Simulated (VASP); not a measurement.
Here is a VASP 6.6.1 calculation.

The input INCAR:

```
SYSTEM = SrO
PREC = Accurate ; ENCUT = 520
EDIFF = 1E-7 ; ISMEAR = -1
SIGMA = 0.02 ; LREAL = .False.
LASPH = .True. ; NELM = 80
ALGO = Normal ; ISIF = 2
LWAVE = .False. ; LCHARG = .True.
GGA = PE ; LELF = .True.
LVHAR = .True. ; NBANDS = 15
```

File KPOINTS:

```
regular mesh
0
Gamma
  8 8 8
  0 0 0
```

File POSCAR:

```
SrO
1.0
    0.0000000000      2.5910389797      2.5910389797
    2.5910389797      0.0000000000      2.5910389797
    2.5910389797      2.5910389797      0.0000000000
Sr O
1 1
Direct
    0.0000000000      0.0000000000      0.0000000000
    0.5000000000      0.5000000000      0.5000000000
```

Potentials or basis: VASP PAW PBE potentials, release 64 (Sr_sv, O).

Launch:

```console
$ cat potpaw_PBE.64/Sr_sv/POTCAR potpaw_PBE.64/O/POTCAR > POTCAR
$ mpirun -np 1 vasp_std > vasp.out
```

Problem. Predict the pressure.

Solution. 1.2 GPa.

Problem. Predict the band gap on the k mesh.

Solution. 3.28 eV, indirect (least direct gap 3.38 eV).

 A k mesh can miss the band edges.
